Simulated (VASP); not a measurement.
# BaTiO3 (P4/mmm) in VASP: further runs

The runs below take BaTiO3 through single point, with r2SCAN.

Everything below comes from runs of VASP 6.6.1. Logs are shortened: lines on timing, memory, paths and dates and some standing lists are left out, and cuts for length are marked.

**1. The cell of the first run**

The structure is tetragonal, space group P4/mmm (No. 123). The conventional cell has a = 3.674 Å, b = 3.674 Å, c = 4.314 Å, α = 90.00°, β = 90.00°, γ = 90.00°. Within 3.4 Å of Ba (site symmetry 4/mmm) lie 12 O at 2.60 to 2.83 Å and 8 Ti at 3.38 Å. Ti (site symmetry 4/mmm) has 6 O at 1.84 to 2.16 Å within 2.4 Å. O (site symmetry 4/mmm) has 2 Ti at 2.16 Å and 4 Ba at 2.60 Å and 8 O at 2.83 Å within 2.9 Å. Within 2.4 Å of O (site symmetry mmm) lie 2 Ti at 1.84 Å.

**2. Single point, r2SCAN (strain -0.080 along x and y, +0.080 along z)**

Input file POSCAR:

```
BaTiO3
1.0
    3.6744520508      0.0000000000      0.0000000000
    0.0000000000      3.6744520508      0.0000000000
    0.0000000000      0.0000000000      4.3136321454
Ba Ti O
1 1 3
Direct
    0.0000000000      0.0000000000      0.0000000000
    0.5000000000      0.5000000000      0.5000000000
    0.5000000000      0.5000000000      0.0000000000
    0.5000000000      0.0000000000      0.5000000000
    0.0000000000      0.5000000000      0.5000000000
```

Input file INCAR.step1:

```
SYSTEM = BaTiO3
PREC = Accurate ; ENCUT = 520
ISMEAR = 0 ; SIGMA = 0.05
LREAL = .False. ; LASPH = .True.
NELM = 80 ; NBANDS = 28
GGA = PE ; ALGO = Normal
EDIFF = 1E-4 ; LWAVE = .True.
LCHARG = .False.
```

Input file INCAR.step2:

```
SYSTEM = BaTiO3
PREC = Accurate ; ENCUT = 520
EDIFF = 1E-7 ; ISMEAR = 0
SIGMA = 0.05 ; LREAL = .False.
LASPH = .True. ; NELM = 80
ALGO = Normal ; ISIF = 2
LWAVE = .False. ; LCHARG = .True.
METAGGA = R2SCAN ; LMIXTAU = .True.
LELF = .True. ; LVHAR = .True.
NBANDS = 28 ; ISTART = 1
```

Input file KPOINTS:

```
regular mesh
0
Gamma
  8 8 8
  0 0 0
```

Potentials or basis: VASP PAW PBE potentials, release 64 (Ba_sv, Ti_sv, O).

The run is started by

```
> cat potpaw_PBE.64/Ba_sv/POTCAR potpaw_PBE.64/Ti_sv/POTCAR potpaw_PBE.64/O/POTCAR > POTCAR
> cp INCAR.step1 INCAR
> mpirun -np 1 vasp_std > vasp.out
> cp INCAR.step2 INCAR
> mpirun -np 1 vasp_std > vasp.out
```

OUTCAR:

```text
SYSTEM = BaTiO3
   PREC = Accurate
   ENCUT = 520
   EDIFF = 1E-7
   ISMEAR = 0
   LREAL = .False.
   LASPH = .True.
   NELM = 80
   ISIF = 2
   METAGGA = R2SCAN
   ISTART = 1

 ion  position               nearest neighbor table
   1  0.000  0.000  0.000-   3 2.60   3 2.60   3 2.60   3 2.60   5 2.83   4 2.83   5 2.83   5 2.83
                             5 2.83   4 2.83   4 2.83   4 2.83   2 3.38   2 3.38   2 3.38   2 3.38
   2  0.500  0.500  0.500-   4 1.84   5 1.84   4 1.84   5 1.84   3 2.16   3 2.16   1 3.38   1 3.38
                             1 3.38   1 3.38   1 3.38   1 3.38   1 3.38   1 3.38
   3  0.500  0.500  0.000-   2 2.16   2 2.16   1 2.60   1 2.60   1 2.60   1 2.60
   4  0.500  0.000  0.500-   2 1.84   2 1.84   1 2.83   1 2.83   1 2.83   1 2.83
   5  0.000  0.500  0.500-   2 1.84   2 1.84   1 2.83   1 2.83   1 2.83   1 2.83

  LATTYP: Found a simple tetragonal cell.
 ALAT       =     3.6744520508
 C/A-ratio  =     1.1739524930

  Lattice vectors:

 A1 = (   3.6744520508,   0.0000000000,   0.0000000000)
 A2 = (   0.0000000000,   3.6744520508,   0.0000000000)
 A3 = (   0.0000000000,   0.0000000000,   4.3136321454)

Analysis of symmetry for initial positions (statically):
=====================================================================
 Subroutine PRICEL returns:
 Original cell was already a primitive cell.

 Routine SETGRP: Setting up the symmetry group for a
 simple tetragonal supercell.

 Subroutine GETGRP returns: Found 16 space group operations
 (whereof 16 operations were pure point group operations)
 out of a pool of 16 trial point group operations.

The static configuration has the point symmetry D_4h.

Analysis of symmetry for dynamics (positions and initial velocities):
=====================================================================
 Subroutine PRICEL returns:
 Original cell was already a primitive cell.

 Routine SETGRP: Setting up the symmetry group for a
 simple tetragonal supercell.

 Subroutine GETGRP returns: Found 16 space group operations
 (whereof 16 operations were pure point group operations)
 out of a pool of 16 trial point group operations.

The dynamic configuration has the point symmetry D_4h.

 Subroutine INISYM returns: Found 16 space group operations
 (whereof 16 operations are pure point group operations),
 and found     1 'primitive' translations

[... 101 lines left out ...]
   LREAL  =      F    real-space projection
   EDIFFG = 0.1E-05   stopping-criterion for IOM
   NSW    =      0    number of steps for IOM
   IBRION =     -1    ionic relax: 0-MD 1-quasi-New 2-CG
   NFREE  =      0    steps in history (QN), initial steepest desc. (CG)
   ISIF   =      2    stress and relaxation
   ISYM   =      2    0-nonsym 1-usesym 2-fastsym
   POTIM  = 0.5000    time-step for ionic-motion
   TEBEG  =    0.0;   TEEND  =   0.0 temperature during run
   PSTRESS=    0.0 pullay stress
   NELECT =      40.0000    total number of electrons
   NUPDOWN=      -1.0000    fix difference up-down
   EMIN   =  10.00;   EMAX   =-10.00  energy-range for DOS
   EFERMI =   0.00;   METHOD = LEGACY
   ISMEAR =     0;   SIGMA  =   0.05  broadening in eV -4-tet -1-fermi 0-gaus
   EFERMI_NEDOS =   21; number of points for ismear=-14 and -15
   IALGO  =     38    algorithm
   IMIX   =      4    mixing-type and parameters
     AMIX     =   0.40;   BMIX     =  1.00
     AMIX_MAG =   1.60;   BMIX_MAG =  1.00
  volume/ion in A,a.u.               =      11.65        78.61
  Fermi-wavevector in a.u.,A,eV,Ry     =   1.444393  2.729507 28.385446  2.086271
  Thomas-Fermi vector in A             =   2.562693
   LORBIT       =      0    0 simple, 1 ext, 2 COOP (PROOUT), +10 PAW based schemes
   METAGGA = R2SCAN    functional components
   LHFCALC =     F    Hartree Fock is set to
   AEXX    =    0.0000 exact exchange contribution
   IVDW    =     0    specifies the selected vdW correction
   LEPSILON=     F    determine dielectric tensor
   LRPA    =     F    only Hartree local field effects (RPA)
 non-spin polarized calculation
 Gauss-broadening in eV      SIGMA  =   0.05
  energy-cutoff  :      520.00
  volume of cell :       58.24
 maximum number of plane-waves:      1600
 NGX is ok and might be reduce to    28
   NGX = 13   NGY = 13   NGZ = 17

 number of electron      39.9999991 magnetization

 Free energy of the ion-electron system (eV)
  ---------------------------------------------------
  ext. energy  EPLUGINS =         0.00000000
  ---------------------------------------------------
  free energy    TOTEN  =       -72.91455797 eV

  energy without entropy =      -72.91455797  energy(sigma->0) =      -72.91455797

 E-fermi :   4.8507     XC(G=0): -12.4553

 val. band max:        4.6255119450   @ k =   0.5000   0.5000   0.5000
 cond. band min:       6.6282479905   @ k =   0.0000   0.0000   0.0000
 fundamental gap:      2.0027360454
 Fermi energy:         4.8506747126

 k-point     1 :       0.0000    0.0000    0.0000
  band No.  band energies     occupation
      1     -54.0130      2.00000
      2     -29.3177      2.00000
      3     -29.3177      2.00000
      4     -29.1952      2.00000
      5     -21.0145      2.00000
      6     -14.2003      2.00000
[... 733 lines left out ...]
     27      13.6217      0.00000
     28      14.3028      0.00000

 [... further k-points ...]

------------------------ aborting loop because EDIFF is reached ----------------------------------------

  FORCE on cell =-STRESS in cart. coord.  units (eV):
  Direction    XX          YY          ZZ          XY          YZ          ZX
  --------------------------------------------------------------------------------------
  -------------------------------------------------------------------------------------
  Total       16.9439442     16.9439442     -0.0425402      0.0000000      0.0000000      0.0000000
  in kB      466.1190152    466.1190152     -1.1702583      0.0000000      0.0000000      0.0000000
  external PRESSURE =     310.3559241 kB  Pullay stress =       0.0000000 kB

 VOLUME and BASIS-vectors are now :
 -----------------------------------------------------------------------------
  energy-cutoff  :      520.00
  volume of cell :       58.24
      direct lattice vectors                 reciprocal lattice vectors
     3.674452051  0.000000000  0.000000000     0.272149422  0.000000000  0.000000000
     0.000000000  3.674452051  0.000000000     0.000000000  0.272149422  0.000000000
     0.000000000  0.000000000  4.313632145     0.000000000  0.000000000  0.231823198

 POSITION                                       TOTAL-FORCE (eV/Angst)
 -----------------------------------------------------------------------------------
      0.00000      0.00000      0.00000         0.000000      0.000000      0.000000
      1.83723      1.83723      2.15682         0.000000      0.000000      0.000000
      1.83723      1.83723      0.00000         0.000000      0.000000      0.000000
      1.83723      0.00000      2.15682         0.000000      0.000000      0.000000
      0.00000      1.83723      2.15682         0.000000      0.000000      0.000000
 -----------------------------------------------------------------------------------
    total drift:                                0.000000      0.000000      0.000000

  FREE ENERGIE OF THE ION-ELECTRON SYSTEM (eV)
  ---------------------------------------------------
  free  energy   TOTEN  =       -72.9145579708 eV

  energy  without entropy=      -72.9145579708  energy(sigma->0) =      -72.91455797
```

Wall time 3.1 min (1 thread of Intel Xeon 6975P-C (Granite Rapids), shared host); peak memory 0.26 GiB.

What came out:

```
Free energy            : -72.9146 eV
Pressure               : 31.0 GPa
Band gap on the k mesh : 2.00 eV, indirect (least direct gap 2.19 eV)
```

Levels at points of the mesh, in eV from the valence-band top:
| k point | band 18 | band 19 | band 20 | band 21 | band 22 | band 23 |
| --- | --- | --- | --- | --- | --- | --- |
| (0.00, 0.00, 0.00) | -0.58 | -0.19 | -0.19 | 2.00 | 2.00 | 2.31 |
| (0.50, 0.00, 0.00) | -2.15 | -1.20 | -0.98 | 2.27 | 4.09 | 4.70 |
| (0.50, 0.50, 0.00) | -0.10 | -0.10 | -0.04 | 4.67 | 4.72 | 4.72 |
| (0.00, 0.00, 0.50) | -1.06 | -0.83 | -0.83 | 2.39 | 3.23 | 3.23 |
| (0.50, 0.00, 0.50) | -1.76 | -1.67 | -0.94 | 3.27 | 4.73 | 4.77 |
| (0.50, 0.50, 0.50) | 0.00 | 0.00 | 0.00 | 4.99 | 4.99 | 5.63 |

Caveat: the cell differs from its parent crystal (strain -0.080 along x and y, +0.080 along z); the PAW data sets were made with another functional, which shifts forces and pressure a little; spin-orbit coupling is left out, which moves the levels of the heavy elements. A k mesh can miss the band edges.

(Continued in part 2 of 2.)
